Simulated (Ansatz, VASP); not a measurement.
**Cu in VASP and in Ansatz**

```
CELL_PARAMETERS angstrom
2.53410 0.00000 0.00000
-1.26705 2.19459 0.00000
0.00000 0.00000 4.11257
ATOMIC_POSITIONS crystal
Cu 0.66667 0.33333 0.75000
Cu 0.33333 0.66667 0.25000
```

Alike in both runs: task single point; functional PBE; k mesh 12 × 12 × 7; occupations gaussian, width 0.011 eV; no spin polarisation.

|  | VASP | Ansatz |
| --- | --- | --- |
| version | VASP 6.6.1 | Ansatz 0.2.0 |
| potentials or method | VASP PAW PBE potentials, release 64 (Cu_sv_GW) | Ansatz PAW |
| plane-wave cutoff (eV) | 820 | 420 |
| valence electrons in the cell | 38 | 38 |

Ansatz gave:

- gap on the k mesh at the Fermi level (eV): none
- pressure (GPa): 7.3
- traceless stress, the component that is largest in VASP (GPa): 0.18

Question: Estimate VASP's values.

Answer: gap on the k mesh at the Fermi level (eV): none; pressure (GPa): 6.2; traceless stress, the component that is largest in VASP (GPa): 0.17.

A gap of «none» marks a metal or a gap that the smearing closes.
